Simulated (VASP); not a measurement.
A run of VASP 6.6.1 is set up as follows.

INCAR

```
SYSTEM = Ca
ALGO     = Fast           ! electronic algorithm
EDIFF    = 1E-6           ! SCF threshold, eV
ENCUT    = 520            ! plane-wave cutoff, eV
ISIF     = 2              ! what is computed and relaxed
ISMEAR   = 0              ! smearing method
LASPH    = .True.         ! aspherical terms in the spheres
LCHARG   = .False.        ! write CHGCAR
LREAL    = .False.        ! projectors in reciprocal space
LWAVE    = .False.        ! write WAVECAR
NBANDS   = 11             ! bands
NELM     = 100            ! most SCF steps
PREC     = Accurate       ! precision mode
SIGMA    = 0.15           ! smearing width, eV
```

KPOINTS

```
k-points
0
Gamma
  16 16 16
  0 0 0
```

Contents of POSCAR:

```
Ca
1.0
   -2.0335928362      2.1017318100      2.4453524600
    2.0335928362     -2.1017318100      2.4453524600
    2.0335928362      2.1017318100     -2.4453524600
Ca
1
Direct
    0.5000000000      0.5000000000      0.0000000000
```

Potentials or basis: VASP PAW LDA potentials, release 64 (Ca_sv).

Command:

```bash
$ cat potpaw_LDA.64/Ca_sv/POTCAR > POTCAR
$ mpirun -np 1 vasp_std > vasp.out
```

Problem. Estimate the pressure.

Solution. -1.6 GPa.

Problem. Predict the band gap on the k mesh.

Solution. Zero (band 5 reaches 2.08 eV, above the bottom of band 6 at 1.72 eV).

Stress tensor (GPa, compression positive):
```
-1.51  0.00  0.00
 0.00 -1.87  0.00
 0.00  0.00 -1.39
```

Caveat: the cell differs from its parent crystal (strain -0.0300 x Voigt [1, 0, 0, 0, 0, 0]).
